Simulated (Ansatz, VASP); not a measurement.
# One calculation of ZnS, two programs

POSCAR

```
ZnS
1.0
   -3.8109987816      0.0000000000      0.0000000000
   -1.9054993908     -3.3004217586      0.0000000000
    0.0000000000      0.0000000000     16.9680000000
Zn S
4 4
Direct
    0.3333333333      0.3333333333      0.6640708982
    0.3333333333      0.3333333333      0.2966734441
    0.6666666667      0.6666666667      0.1129747171
    0.6666666667      0.6666666667      0.4803721711
    0.3333333333      0.3333333333      0.0707240099
    0.3333333333      0.3333333333      0.4381214639
    0.6666666667      0.6666666667      0.2544227369
    0.6666666667      0.6666666667      0.6218201909
```

INCAR.step1

```
SYSTEM = ZnS
ALGO = Normal
EDIFF = 1E-4
ENCUT = 520
GGA = PE
ISMEAR = 0
LASPH = .TRUE.
LCHARG = .FALSE.
LREAL = .FALSE.
LWAVE = .TRUE.
NBANDS = 46
NELM = 100
PREC = Accurate
SIGMA = 0.05
```

INCAR.step2

```
SYSTEM = ZnS
ALGO = Normal
EDIFF = 1E-7
ENCUT = 520
ISIF = 2
ISMEAR = 0
ISTART = 1
LASPH = .TRUE.
LCHARG = .FALSE.
LMIXTAU = .TRUE.
LREAL = .FALSE.
LWAVE = .FALSE.
METAGGA = R2SCAN
NBANDS = 46
NELM = 100
PREC = Accurate
SIGMA = 0.05
```

The input KPOINTS:

```
k-points
0
G
  7 7 2
  0 0 0
```

Input for Ansatz:

```yaml
crystal:
  lattice:
    - [-3.8109987816, 0.0, 0.0]
    - [-1.9054993908, -3.3004217586, 0.0]
    - [0.0, 0.0, 16.968]
  atoms:
    - { symbol: Zn, position: [0.3333333333, 0.3333333333, 0.6640708982] }
    - { symbol: Zn, position: [0.3333333333, 0.3333333333, 0.2966734441] }
    - { symbol: Zn, position: [0.6666666667, 0.6666666667, 0.1129747171] }
    - { symbol: Zn, position: [0.6666666667, 0.6666666667, 0.4803721711] }
    - { symbol: S, position: [0.3333333333, 0.3333333333, 0.0707240099] }
    - { symbol: S, position: [0.3333333333, 0.3333333333, 0.4381214639] }
    - { symbol: S, position: [0.6666666667, 0.6666666667, 0.2544227369] }
    - { symbol: S, position: [0.6666666667, 0.6666666667, 0.6218201909] }
basis:
  ecutwfc: 500
kpoints:
  mp_grid: { grid: [7, 7, 2] }
hamiltonian:
  xc: r2scan
scf:
  occupations: { method: gaussian, width: 0.05 }
output:
  forces: true
  stress: true
  eigenvalues: true
```

Alike in both runs: task single point; functional r2SCAN; k mesh 7 × 7 × 2; occupations gaussian, width 0.05 eV; no spin polarisation.

```csv
,VASP,Ansatz
version,VASP 6.6.1,Ansatz 0.2.0
potentials or method,"VASP PAW PBE potentials, release 64 (Zn, S), cutoff 520 eV","scalar-relativistic, plane waves, PAW"
valence electrons in the cell,72,72
```

Ansatz gave:

```
gap on the k mesh at the Fermi level (eV) : none
rms of the force components (eV/Å)        : 0.321
```

Q: Which values does VASP return?

A: gap on the k mesh at the Fermi level (eV): none; rms of the force components (eV/Å): 0.322.

VASP's potentials were made for PBE, not for r2SCAN. Atom by atom the forces differ by 0.004 eV/Å (rms over components). A gap of «none» marks a metal or a gap that the smearing closes. The functional is the same, so the differences come from potentials, cutoffs and numerics.
